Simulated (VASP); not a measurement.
# Ge (Ibca) in VASP: single point with PBEsol

Aim: the single point of Ge with PBEsol.

Everything below comes from runs of VASP 6.6.1. Logs are shortened: lines on timing, memory, paths and dates and some standing lists are left out, and cuts for length are marked.

### 1 The cell of the first run

The structure is orthorhombic, space group Ibca (No. 73). Conventional cell: a = 6.731 Å, b = 6.731 Å, c = 7.043 Å, α = 90.00°, β = 90.00°, γ = 90.00°. Ge (site symmetry 1) has 4 Ge at 2.42 to 2.50 Å within 3.2 Å.

### 2 Single point, PBEsol (strain -0.030 along x and y, +0.015 along z)

INCAR

```
ALGO = Fast
EDIFF = 1E-6
ENCUT = 520
GGA = PS
ISIF = 2
ISMEAR = 0
LASPH = T
LCHARG = T
LELF = T
LREAL = F
LVHAR = T
LWAVE = F
NBANDS = 66
NELM = 100
PREC = Accurate
SIGMA = 0.15
```

KPOINTS

```
k-points
0
Gamma
  8 8 8
```

POSCAR

```
Ge
1.0
   -3.3655732048      3.3655732048      3.5217080442
    3.3655732048     -3.3655732048      3.5217080442
    3.3655732048      3.3655732048     -3.5217080442
Ge
8
Direct
    0.5000000000      0.0000000000      0.7958385091
    0.7958385091      0.5000000000      0.0000000000
    0.0000000000      0.7958385091      0.5000000000
    0.7041614909      0.7041614909      0.7041614909
    0.5000000000      0.0000000000      0.2041614909
    0.2041614909      0.5000000000      0.0000000000
    0.0000000000      0.2041614909      0.5000000000
    0.2958385091      0.2958385091      0.2958385091
```

Potentials or basis: VASP PAW PBE potentials, release 64 (Ge_d).

Command:

```bash
$ cat potpaw_PBE.64/Ge_d/POTCAR > POTCAR
$ mpirun -np 1 vasp_std > vasp.out
```

OUTCAR:

```text
EDIFF = 1E-6
   ENCUT = 520
   GGA = PS
   ISIF = 2
   ISMEAR = 0
   LASPH = T
   LREAL = F
   NELM = 100
   PREC = Accurate

 ion  position               nearest neighbor table
   1  0.500  0.000  0.796-   5 2.42   4 2.42   3 2.46   2 2.50
   2  0.796  0.500  0.000-   6 2.42   3 2.42   4 2.46   1 2.50
   3  0.000  0.796  0.500-   7 2.42   2 2.42   1 2.46   4 2.50
   4  0.704  0.704  0.704-   8 2.42   1 2.42   2 2.46   3 2.50
   5  0.500  0.000  0.204-   1 2.42   8 2.42   7 2.46   6 2.50
   6  0.204  0.500  0.000-   2 2.42   7 2.42   8 2.46   5 2.50
   7  0.000  0.204  0.500-   3 2.42   6 2.42   5 2.46   8 2.50
   8  0.296  0.296  0.296-   4 2.42   5 2.42   6 2.46   7 2.50

  LATTYP: Found a body centered tetragonal cell.
 ALAT       =     6.7311464096
 C/A-ratio  =     1.0463917526

  Lattice vectors:

 A1 = (  -3.3655732048,   3.3655732048,   3.5217080442)
 A2 = (   3.3655732048,  -3.3655732048,   3.5217080442)
 A3 = (   3.3655732048,   3.3655732048,  -3.5217080442)

Analysis of symmetry for initial positions (statically):
=====================================================================
 Subroutine PRICEL returns:
 Original cell was already a primitive cell.

 Routine SETGRP: Setting up the symmetry group for a
 body centered tetragonal supercell.

 Subroutine GETGRP returns: Found  8 space group operations
 (whereof  2 operations were pure point group operations)
 out of a pool of 16 trial point group operations.

The static configuration has the point symmetry S_2 .
 The point group associated with its full space group is D_2h.

Analysis of symmetry for dynamics (positions and initial velocities):
=====================================================================
 Subroutine PRICEL returns:
 Original cell was already a primitive cell.

 Routine SETGRP: Setting up the symmetry group for a
 body centered tetragonal supercell.

 Subroutine GETGRP returns: Found  8 space group operations
 (whereof  2 operations were pure point group operations)
 out of a pool of 16 trial point group operations.

The dynamic configuration has the point symmetry S_2 .
 The point group associated with its full space group is D_2h.

 Subroutine INISYM returns: Found  8 space group operations
 (whereof  2 operations are pure point group operations),
 and found     1 'primitive' translations

----------------------------------------------------------------------------------------

                                     Primitive cell

  volume of cell :     159.5627

  direct lattice vectors                    reciprocal lattice vectors
    -3.365573205  3.365573205  3.521708044     0.000000000  0.148563103  0.141976562
     3.365573205 -3.365573205  3.521708044     0.148563103  0.000000000  0.141976562
     3.365573205  3.365573205 -3.521708044     0.148563103  0.148563103  0.000000000

  length of vectors
     5.920860878  5.920860878  5.920860878     0.205495352  0.205495352  0.210099956

  position of ions in fractional coordinates (direct lattice)
     0.500000000  0.000000000  0.795838509
     0.795838509  0.500000000  0.000000000
     0.000000000  0.795838509  0.500000000
     0.704161491  0.704161491  0.704161491
     0.500000000  0.000000000  0.204161491
     0.204161491  0.500000000  0.000000000
     0.000000000  0.204161491  0.500000000
     0.295838509  0.295838509  0.295838509

  ion indices of the primitive-cell ions
   primitive index   ion index
                 1           1
                 2           2
                 3           3
                 4           4
                 5           5
                 6           6
                 7           7
                 8           8

----------------------------------------------------------------------------------------

 KPOINTS: k-points

Automatic generation of k-mesh.
 Grid dimensions read from file:
 generate k-points for:    8    8    8

 Generating k-lattice:

  Cartesian coordinates                     Fractional coordinates (reciprocal lattice)
     0.000000000  0.018570388  0.017747070     0.125000000  0.000000000  0.000000000
     0.018570388  0.000000000  0.017747070     0.000000000  0.125000000  0.000000000
     0.018570388  0.018570388  0.000000000     0.000000000  0.000000000  0.125000000

  Length of vectors
     0.025686919  0.025686919  0.026262494

  Shift w.r.t. Gamma in fractional coordinates (k-lattice)
     0.000000000  0.000000000  0.000000000

 Subroutine IBZKPT returns following result:
 ===========================================

 Found     95 irreducible k-points:

 Following reciprocal coordinates:
            Coordinates               Weight
  0.000000  0.000000  0.000000      1.000000
  0.125000  0.000000  0.000000      4.000000
  0.000000  0.125000  0.000000      4.000000
  0.250000  0.000000  0.000000      4.000000
  0.000000  0.250000  0.000000      4.000000
  0.375000  0.000000 -0.000000      4.000000
[... 16 lines left out ...]
  0.375000  0.250000  0.000000      8.000000
 -0.000000 -0.375000 -0.250000      8.000000
 [... further k-points ...]
   k-points           NKPTS =     95   k-points in BZ     NKDIM =     95   number of bands    NBANDS=     66
   number of dos      NEDOS =    301   number of ions     NIONS =      8
   total plane-waves  NPLWV = 110592
   dimension x,y,z NGX =    48 NGY =   48 NGZ =   48
   dimension x,y,z NGXF=    96 NGYF=   96 NGZF=   96
   ions per type =               8
   NGX,Y,Z   is equivalent  to a cutoff of  13.48, 13.48, 13.48 a.u.
   NGXF,Y,Z  is equivalent  to a cutoff of  26.95, 26.95, 26.95 a.u.
 SYSTEM =  unknown system
   PREC   = accura    normal or accurate (medium, high low for compatibility)
   ISTART =      0    job   : 0-new  1-cont  2-samecut
   ICHARG =      2    charge: 1-file 2-atom 10-const
   ISPIN  =      1    spin polarized calculation?
   LNONCOLLINEAR =      F non collinear calculations
   LSORBIT =      F    spin-orbit coupling
   LASPH  =      T    aspherical Exc in radial PAW
   ENCUT  =  520.0 eV  38.22 Ry    6.18 a.u.  11.01 11.01 11.01*2*pi/ulx,y,z
   NELM   =    100;   NELMIN=  2; NELMDL= -5     # of ELM steps
   EDIFF  = 0.1E-05   stopping-criterion for ELM
   LREAL  =      F    real-space projection
   EDIFFG = 0.1E-04   stopping-criterion for IOM
   NSW    =      0    number of steps for IOM
   IBRION =     -1    ionic relax: 0-MD 1-quasi-New 2-CG
   NFREE  =      0    steps in history (QN), initial steepest desc. (CG)
   ISIF   =      2    stress and relaxation
   ISYM   =      2    0-nonsym 1-usesym 2-fastsym
   POTIM  = 0.5000    time-step for ionic-motion
   TEBEG  =    0.0;   TEEND  =   0.0 temperature during run
   PSTRESS=    0.0 pullay stress
   NELECT =     112.0000    total number of electrons
   NUPDOWN=      -1.0000    fix difference up-down
   EMIN   =  10.00;   EMAX   =-10.00  energy-range for DOS
   EFERMI =   0.00;   METHOD = LEGACY
   ISMEAR =     0;   SIGMA  =   0.15  broadening in eV -4-tet -1-fermi 0-gaus
   EFERMI_NEDOS =   21; number of points for ismear=-14 and -15
   IALGO  =     68    algorithm
   IMIX   =      4    mixing-type and parameters
     AMIX     =   0.40;   BMIX     =  1.00
     AMIX_MAG =   1.60;   BMIX_MAG =  1.00
  volume/ion in A,a.u.               =      19.95       134.60
  Fermi-wavevector in a.u.,A,eV,Ry     =   1.454913  2.749387 28.800430  2.116772
  Thomas-Fermi vector in A             =   2.572009
   LORBIT       =      0    0 simple, 1 ext, 2 COOP (PROOUT), +10 PAW based schemes
   GGA     = PS    functional components
   LHFCALC =     F    Hartree Fock is set to
   AEXX    =    0.0000 exact exchange contribution
   IVDW    =     0    specifies the selected vdW correction
   LEPSILON=     F    determine dielectric tensor
   LRPA    =     F    only Hartree local field effects (RPA)
 non-spin polarized calculation
 RMM-DIIS sequential band-by-band and
 Gauss-broadening in eV      SIGMA  =   0.15
  energy-cutoff  :      520.00
  volume of cell :      159.56
 maximum number of plane-waves:      4334
 NGX is ok and might be reduce to    48
   NGX = 23   NGY = 23   NGZ = 23

 number of electron     111.9999996 magnetization

 Free energy of the ion-electron system (eV)
  ---------------------------------------------------
  ext. energy  EPLUGINS =         0.00000000
  ---------------------------------------------------
  free energy    TOTEN  =       -38.41253371 eV

  energy without entropy =      -38.39806714  energy(sigma->0) =      -38.40530042

 E-fermi :   6.0253     XC(G=0): -10.9177

 val. band max:        5.9965823313   @ k =  -0.3750   0.5000   0.3750
 cond. band min:       6.0288181905   @ k =  -0.3750  -0.3750   0.1250
 fundamental gap:      0.0322358592
 Fermi energy:         6.0252939088

 k-point     1 :       0.0000    0.0000    0.0000
  band No.  band energies     occupation
      1     -18.8552      2.00000
      2     -18.8512      2.00000
      3     -18.8415      2.00000
      4     -18.8358      2.00000
      5     -18.8325      2.00000
      6     -18.8246      2.00000
[... 58 lines left out ...]
     65      11.3807      0.00000
     66      13.0619      0.00000

 k-point     2 :       0.1250    0.0000    0.0000
  band No.  band energies     occupation
      1     -18.8559      2.00000
      2     -18.8513      2.00000
      3     -18.8400      2.00000
      4     -18.8363      2.00000
      5     -18.8317      2.00000
      6     -18.8259      2.00000
[... 58 lines left out ...]
     65      11.5158      0.00000
     66      12.0722      0.00000

 k-point     3 :       0.0000    0.1250    0.0000
  band No.  band energies     occupation
      1     -18.8537      2.00000
      2     -18.8521      2.00000
      3     -18.8465      2.00000
      4     -18.8313      2.00000
      5     -18.8295      2.00000
      6     -18.8231      2.00000
[... 1438 lines left out ...]
     65      10.3841      0.00000
     66      11.0283      0.00000

 k-point    24 :      -0.0000   -0.3750   -0.2500
  band No.  band energies     occupation
      1     -18.8560      2.00000
      2     -18.8504      2.00000
      3     -18.8414      2.00000
      4     -18.8251      2.00000
      5     -18.8167      2.00000
      6     -18.8094      2.00000
[... 58 lines left out ...]
     65      10.3795      0.00000
     66      10.8737      0.00000

 [... further k-points ...]
[... 5 lines left out ...]
  --------------------------------------------------------------------------------------
  -------------------------------------------------------------------------------------
  Total        5.4903008      5.4606830     -0.1347188      0.0000000      0.0000000      0.0000000
  in kB       55.1283885     54.8309946     -1.3527188      0.0000000      0.0000000      0.0000000
  external PRESSURE =      36.2022214 kB  Pullay stress =       0.0000000 kB

 VOLUME and BASIS-vectors are now :
 -----------------------------------------------------------------------------
  energy-cutoff  :      520.00
  volume of cell :      159.56
      direct lattice vectors                 reciprocal lattice vectors
    -3.365573205  3.365573205  3.521708044     0.000000000  0.148563103  0.141976562
     3.365573205 -3.365573205  3.521708044     0.148563103  0.000000000  0.141976562
     3.365573205  3.365573205 -3.521708044     0.148563103  0.148563103  0.000000000

 POSITION                                       TOTAL-FORCE (eV/Angst)
 -----------------------------------------------------------------------------------
      0.99567      4.36124     -1.04186         0.146770     -0.165711      0.252038
     -0.99567      0.99567      4.56356        -0.146770     -0.165711     -0.252038
      4.36124     -0.99567      1.04186         0.146770      0.165711     -0.252038
      2.36991      2.36991      2.47985        -0.146770      0.165711      0.252038
     -0.99567      2.36991      1.04186        -0.146770      0.165711     -0.252038
      0.99567     -0.99567      2.47985         0.146770      0.165711      0.252038
      2.36991      0.99567     -1.04186        -0.146770     -0.165711      0.252038
      0.99567      0.99567      1.04186         0.146770     -0.165711     -0.252038
 -----------------------------------------------------------------------------------
    total drift:                               -0.000000      0.000000      0.000000

  FREE ENERGIE OF THE ION-ELECTRON SYSTEM (eV)
  ---------------------------------------------------
  free  energy   TOTEN  =       -38.4125337056 eV

  energy  without entropy=      -38.3980671415  energy(sigma->0) =      -38.40530042
```

Wall time 35 min (1 thread of Oxide Virtual Turin-like, shared host); peak memory 0.73 GiB.

What came out:

```yaml
Free_energy: -38.4125 eV
Pressure: 3.6 GPa
Largest_force: 0.335 eV/Å
Band_gap_on_the_k_mesh: zero (bands 56 and 57 overlap by 0.67 eV)
```

Forces in eV/Å, atoms in the order of the input:
```
Ge   0.147 -0.166  0.252
Ge  -0.147 -0.166 -0.252
Ge   0.147  0.166 -0.252
Ge  -0.147  0.166  0.252
Ge  -0.147  0.166 -0.252
Ge   0.147  0.166  0.252
Ge  -0.147 -0.166  0.252
Ge   0.147 -0.166 -0.252
```

Stress tensor (GPa, compression positive):
```
 5.51  0.00  0.00
 0.00  5.48  0.00
 0.00  0.00 -0.14
```

Caveat: the cell differs from its parent crystal (strain -0.030 along x and y, +0.015 along z); the cell stands under pressure; semilocal functionals underestimate gaps, so a narrow gap can read as zero; the PAW data sets were made with another functional, which shifts forces and pressure a little.
